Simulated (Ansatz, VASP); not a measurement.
Two plane-wave programs on Ta2N

Contents of INCAR:

```
SYSTEM = Ta2N
ALGO = Normal
EDIFF = 1E-6
ENCUT = 520
ISIF = 2
ISMEAR = 0
LASPH = .TRUE.
LCHARG = .FALSE.
LREAL = .FALSE.
LWAVE = .FALSE.
NBANDS = 50
NELM = 80
PREC = Accurate
SIGMA = 0.15
```

KPOINTS

```
k-points
0
G
  9 9 8
  0 0 0
```

Contents of POSCAR:

```
Ta2N
1.0
    5.3763138840      0.0000000000      0.0000000000
   -2.6881569420      4.6560244023      0.0000000000
    0.0000000000      0.0000000000      4.6193288891
Ta N
6 3
Direct
    0.6788818548      0.6788818548      0.7526041962
    0.0000000000      0.3211181452      0.7526041962
    0.3211181452      0.0000000000      0.7526041962
    0.3211181452      0.3211181452      0.2473958038
    0.0000000000      0.6788818548      0.2473958038
    0.6788818548      0.0000000000      0.2473958038
    0.6666666667      0.3333333333      0.5000000000
    0.3333333333      0.6666666667      0.5000000000
    0.0000000000      0.0000000000      0.0000000000
```

Input for Ansatz:

```yaml
crystal:
  lattice:
    - [5.376313884, 0.0, 0.0]
    - [-2.688156942, 4.6560244023, 0.0]
    - [0.0, 0.0, 4.6193288891]
  atoms:
    - { symbol: Ta, position: [0.6788818548, 0.6788818548, 0.7526041962] }
    - { symbol: Ta, position: [0.0, 0.3211181452, 0.7526041962] }
    - { symbol: Ta, position: [0.3211181452, 0.0, 0.7526041962] }
    - { symbol: Ta, position: [0.3211181452, 0.3211181452, 0.2473958038] }
    - { symbol: Ta, position: [0.0, 0.6788818548, 0.2473958038] }
    - { symbol: Ta, position: [0.6788818548, 0.0, 0.2473958038] }
    - { symbol: "N", position: [0.6666666667, 0.3333333333, 0.5] }
    - { symbol: "N", position: [0.3333333333, 0.6666666667, 0.5] }
    - { symbol: "N", position: [0.0, 0.0, 0.0] }
basis:
  ecutwfc: 520.0
kpoints:
  mp_grid: { grid: [9, 9, 8] }
hamiltonian:
  xc: lda
  pseudopotentials: { kind: paw, azcp: { folder: soft_1 } }
scf:
  occupations: { method: gaussian, width: 0.15 }
output:
  forces: true
  stress: true
  eigenvalues: true
```

Alike in both runs: task single point; functional LDA; k mesh 9 × 9 × 8; occupations gaussian, width 0.15 eV; no spin polarisation.

```csv
,VASP,Ansatz
version,VASP 6.6.1,Ansatz 0.2.0
potentials or method,"VASP PAW LDA potentials, release 64 (Ta_pv, N), cutoff 520 eV","scalar-relativistic, plane waves, PAW"
valence electrons in the cell,81,93
```

VASP gave:

| Property | Result |
| --- | --- |
| gap on the k mesh at the Fermi level (eV) | none |
| pressure (GPa) | 4.4 |
| traceless stress, the component that is largest in VASP (GPa) | 16.54 |
| rms of the force components (eV/Å) | 0.886 |

Question: Which values does Ansatz return?

Answer: gap on the k mesh at the Fermi level (eV): none; pressure (GPa): 2.8; traceless stress, the component that is largest in VASP (GPa): 16.56; rms of the force components (eV/Å): 0.876.

Ansatz warns that its potentials were made for another functional, while VASP's fit it. LDA's correlation is that of Perdew and Zunger in VASP and of Perdew and Wang (1992) in Ansatz. Atom by atom the forces differ by 0.011 eV/Å (rms over components). A gap of «none» marks a metal or a gap that the smearing closes. VASP's potentials hold 81 valence electrons a cell and Ansatz's 93, so a difference there can come from the potentials and not from the codes.

Neither program's run includes spin-orbit coupling.
